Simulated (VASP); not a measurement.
The system is Si5N.

```
Si N
1.0
     0.00000    3.45063    3.45063
     3.45063    0.00000    3.45063
     3.45063    3.45063    0.00000
Si N
5 1
Direct
  0.65398 0.65398 0.65398
  0.65398 0.65398 0.03806
  0.65398 0.03806 0.65398
  0.03806 0.65398 0.65398
  0.00000 0.00000 0.00000
  0.50000 0.50000 0.50000
```

```yaml
Program: VASP 6.6.1
Task: relaxation of cell and atoms
Functional: PBE
Potentials_or_basis: VASP PAW PBE potentials, release 64 (Si, N)
Cutoff: 600 eV
k_mesh: 4 × 4 × 4
Occupations: gaussian, width 0.1 eV
Spin: no spin polarisation
```

At the start: pressure 67.2 GPa; volume 13.70 Å³/atom.

**Question.** How do energy, volume and symmetry change on relaxing?

**Answer.** Over 10 steps the energy falls by 1561.6 meV/atom and the volume is 18.08 Å³/atom (+32.0 %); space group F-43m (No. 216, to 0.05 Å).

The path:
| step | energy change (eV) | largest force (eV/Å) | pressure (GPa) | volume (Å³) |
| --- | --- | --- | --- | --- |
| 1 | 0.0000 | 21.4619 | 67.19 | 82.17 |
| 2 | 111.5713 | 140.1653 | 173.15 | 171.15 |
| 3 | 0.2352 | 17.3495 | 40.11 | 105.94 |
| 4 | -3.8937 | 12.4557 | 30.41 | 98.45 |
| 5 | -6.8789 | 6.8726 | 27.17 | 90.06 |
| 6 | -7.3583 | 3.3669 | 30.85 | 86.06 |
| 7 | -8.9657 | 0.8381 | -7.18 | 122.61 |
| 8 | -9.3698 | 0.0420 | 0.07 | 108.34 |
| 9 | -9.3693 | 0.0805 | -0.28 | 108.82 |
| 10 | -9.3698 | 0.0335 | 0.01 | 108.45 |

Final structure:
```cif
data_structure
_symmetry_space_group_name_H-M 'P 1'
_symmetry_Int_Tables_number 1
_cell_length_a 5.3529
_cell_length_b 5.3529
_cell_length_c 5.3529
_cell_angle_alpha 60.000
_cell_angle_beta 60.000
_cell_angle_gamma 60.000
_cell_volume 108.45
loop_
_atom_site_label
_atom_site_type_symbol
_atom_site_fract_x
_atom_site_fract_y
_atom_site_fract_z
_atom_site_occupancy
Si1 Si 0.63856 0.63856 0.63856 1
Si2 Si 0.63856 0.63856 0.08431 1
Si3 Si 0.63856 0.08431 0.63856 1
Si4 Si 0.08431 0.63856 0.63856 1
Si5 Si 0.00000 0.00000 0.00000 1
N1 N 0.50000 0.50000 0.50000 1
```

Caveat: the k points lie up to 0.36 Å⁻¹ apart in the final cell; the volume moved by over 15 % at a fixed basis, so the end points are rough.
